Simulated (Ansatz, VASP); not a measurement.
Mo4N: VASP beside Ansatz

The input INCAR:

```
SYSTEM = Mo4N
PREC     = Accurate       ! precision mode
ENCUT    = 600            ! plane-wave cutoff, eV
EDIFF    = 1E-6           ! SCF threshold, eV
ISMEAR   = 0              ! smearing method
SIGMA    = 0.1            ! smearing width, eV
LREAL    = .FALSE.        ! projectors in reciprocal space
LASPH    = .TRUE.         ! aspherical terms in the spheres
NELM     = 150            ! most SCF steps
ALGO     = Normal         ! electronic algorithm
ISIF     = 3              ! what is computed and relaxed
LWAVE    = .FALSE.        ! write WAVECAR
LCHARG   = .FALSE.        ! write CHGCAR
ISPIN    = 2              ! spin polarisation
MAGMOM   = 1 1 1 1 0      ! initial moments
LORBIT   = 11             ! projections on sites
LMAXMIX  = 4              ! l up to which the mixer works
GGA      = PE             ! functional
IBRION   = 2              ! ionic algorithm
NSW      = 90             ! ionic steps
EDIFFG   = -0.04          ! ionic threshold
```

File KPOINTS:

```
regular mesh
0
G
  4 4 4
  0 0 0
```

The input POSCAR:

```
Mo4N
1.0
    4.3183025500      0.0000000000      0.0000000000
    0.0000000000      4.3183025500      0.0000000000
    0.0000000000      0.0000000000      4.3183025500
Mo N
4 1
Direct
    0.5000000000      0.0000000000      0.0000000000
    0.0000000000      0.5000000000      0.0000000000
    0.0000000000      0.0000000000      0.5000000000
    0.5000000000      0.5000000000      0.5000000000
    0.0000000000      0.0000000000      0.0000000000
```

Input for Ansatz:

```yaml
crystal:
  lattice:
    - [4.31830255, 0.0, 0.0]
    - [0.0, 4.31830255, 0.0]
    - [0.0, 0.0, 4.31830255]
  atoms:
    - { symbol: Mo, position: [0.5, 0.0, 0.0], spin: 1.0 }
    - { symbol: Mo, position: [0.0, 0.5, 0.0], spin: 1.0 }
    - { symbol: Mo, position: [0.0, 0.0, 0.5], spin: 1.0 }
    - { symbol: Mo, position: [0.5, 0.5, 0.5], spin: 1.0 }
    - { symbol: "N", position: [0.0, 0.0, 0.0] }
basis:
  ecutwfc: 420
kpoints:
  mp_grid: { grid: [4, 4, 4] }
hamiltonian:
  xc: pbe
scf:
  occupations: { method: gaussian, width: 0.1 }
  lower_state_search: "off"
output:
  forces: true
  stress: true
  eigenvalues: true
  populations: true
magnetization:
  spin_polarized: true
relax:
  adjacent_minimum: "off"
  f_tol: 0.04
  max_steps: 70
  cell: { stress_tol: 0.4 }
```

Change from the starting cell: species swapped into the Co4N type (Pm-3m, No. 221).

Alike in both runs: task relaxation of cell and atoms; functional PBE; k mesh 4 × 4 × 4; occupations gaussian, width 0.1 eV; collinear spin.

|  | VASP | Ansatz |
| --- | --- | --- |
| version | VASP 6.6.1 | Ansatz 0.2.0 |
| potentials or method | VASP PAW PBE potentials, release 64 (Mo_sv, N), cutoff 600 eV | scalar-relativistic, plane waves, PAW |
| valence electrons in the cell | 61 | 61 |

```tsv
	VASP	Ansatz	Ansatz less VASP
gap on the k mesh at the Fermi level, each at its own relaxed structure (eV)	none	none	-
net moment per atom (μB)	0.00	0.00	0.000
relaxed volume (Å³/atom)	13.98	13.97	-0.015
relaxed cell length with the largest relative difference (Å)	4.119	4.118	-0.0014
```

A gap of «none» marks a metal or a gap that the smearing closes. Ansatz's warnings: seeded moment not kept.

The k mesh is coarse, so the values compare programs but aren't converged.
